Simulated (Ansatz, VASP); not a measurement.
**Two plane-wave programs on WSe2**

```
W Se
1.0
     3.27903    0.00000    0.00000
    -1.63951    2.83972    0.00000
     0.00000    0.00000   12.78861
W Se
2 4
Cartesian
  0.0000 1.8931 3.1972
  1.6395 0.9466 9.5915
  0.0000 1.8931 7.9071
  1.6395 0.9466 1.5128
  0.0000 1.8931 11.2758
  1.6395 0.9466 4.8815
```

Alike in both runs: task single point; functional PBE; dispersion D3(BJ); k mesh 12 × 12 × 2; occupations gaussian, width 0.02 eV; non-collinear spin, spin-orbit coupling.

```csv
,VASP,Ansatz
version,VASP 6.6.1,Ansatz 0.2.0
potentials or method,"VASP PAW PBE potentials, release 64 (W_sv, Se), cutoff 520 eV","plane waves, PAW"
valence electrons in the cell,52,92
```

|  | VASP | Ansatz | Ansatz less VASP |
| --- | --- | --- | --- |
| net moment per atom (μB) | 0.00 | 0.00 | 0.000 |

VASP's potentials hold 52 valence electrons a cell and Ansatz's 92, so a difference there can come from the potentials and not from the codes.
